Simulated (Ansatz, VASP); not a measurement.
## Two plane-wave programs on HfB

Contents of INCAR:

```
PREC = Accurate
ENCUT = 600
EDIFF = 1E-6
ISMEAR = 0
SIGMA = 0.1
LREAL = False
LASPH = True
NELM = 100
ALGO = Normal
ISIF = 3
LWAVE = False
LCHARG = False
GGA = PS
IBRION = 2
NSW = 80
EDIFFG = -0.01
```

The input KPOINTS:

```
Automatic mesh
0
Gamma
  14 14 14
```

POSCAR

```
HfB
1.0
    0.0000000000      2.5529776632      2.5529776632
    2.5529776632      0.0000000000      2.5529776632
    2.5529776632      2.5529776632      0.0000000000
Hf B
1 1
Direct
    0.7500000000      0.7500000000      0.7500000000
    0.0000000000      0.0000000000      0.0000000000
```

Input for Ansatz:

```yaml
crystal:
  lattice:
    - [0.0, 2.5529776632, 2.5529776632]
    - [2.5529776632, 0.0, 2.5529776632]
    - [2.5529776632, 2.5529776632, 0.0]
  atoms:
    - { symbol: Hf, position: [0.75, 0.75, 0.75] }
    - { symbol: B, position: [0.0, 0.0, 0.0] }
basis:
  ecutwfc: 420
kpoints:
  mp_grid: { grid: [14, 14, 14] }
hamiltonian:
  xc: pbesol
scf:
  occupations: { method: gaussian, width: 0.1 }
output:
  forces: true
  stress: true
  eigenvalues: true
relax:
  adjacent_minimum: "off"
  f_tol: 0.01
  max_steps: 60
  cell: { stress_tol: 0.1 }
```

Alike in both runs: task relaxation of cell and atoms; functional PBEsol; k mesh 14 × 14 × 14; occupations gaussian, width 0.1 eV; no spin polarisation.

```csv
,VASP,Ansatz
version,VASP 6.6.1,Ansatz 0.2.0
potentials or method,"VASP PAW PBE potentials, release 64 (Hf_pv, B), cutoff 600 eV","scalar-relativistic, plane waves, PAW"
valence electrons in the cell,13,29
```

VASP gave:

```
gap on the k mesh at the Fermi level, each at its own relaxed structure (eV) : none
relaxed volume (Å³/atom)                                                     : 17.47
relaxed cell length with the largest relative difference (Å)                 : 3.669
```

Problem. What did Ansatz give for the same quantities?

Solution. gap on the k mesh at the Fermi level, each at its own relaxed structure (eV): none; relaxed volume (Å³/atom): 17.45; relaxed cell length with the largest relative difference (Å): 3.668.

VASP's potentials were made for PBE, not for PBEsol. A gap of «none» marks a metal or a gap that the smearing closes. VASP's potentials hold 13 valence electrons a cell and Ansatz's 29, so a difference there can come from the potentials and not from the codes.

Spin-orbit coupling is off throughout.
